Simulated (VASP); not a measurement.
Here is a VASP 6.6.1 calculation.

The input INCAR:

```
  PREC = Accurate
  ENCUT = 520
  EDIFF = 1E-7
  ISMEAR = -1
  SIGMA = 0.05
  LREAL = F
  LASPH = T
  NELM = 60
  ALGO = Normal
  ISIF = 2
  LWAVE = F
  LCHARG = F
  GGA = CA
  NBANDS = 16
```

File KPOINTS:

```
Automatic mesh
0
Gamma
  10 10 10
```

File POSCAR:

```
HgTe
1.0
   -3.0456030000      3.0456030000      1.5594100000
    3.0456030000     -3.0456030000      1.5594100000
    3.0456030000      3.0456030000     -1.5594100000
Hg Te
1 1
Direct
    0.7500000000      0.2500000000      0.5000000000
    0.0000000000      0.0000000000      0.0000000000
```

Potentials or basis: VASP PAW LDA potentials, release 64 (Hg, Te).

The run is started by

```bash
$ cat potpaw_LDA.64/Hg/POTCAR potpaw_LDA.64/Te/POTCAR > POTCAR
$ mpirun -np 1 vasp_std > vasp.out
```

(1) Estimate the band gap on the k mesh.

(2) What does it give for the pressure?

Answers

(1) zero (band 9 reaches 5.69 eV, above the bottom of band 10 at 2.32 eV).

(2) -4.7 GPa.

Caveat: spin-orbit coupling is left out, which moves the levels of the heavy elements.
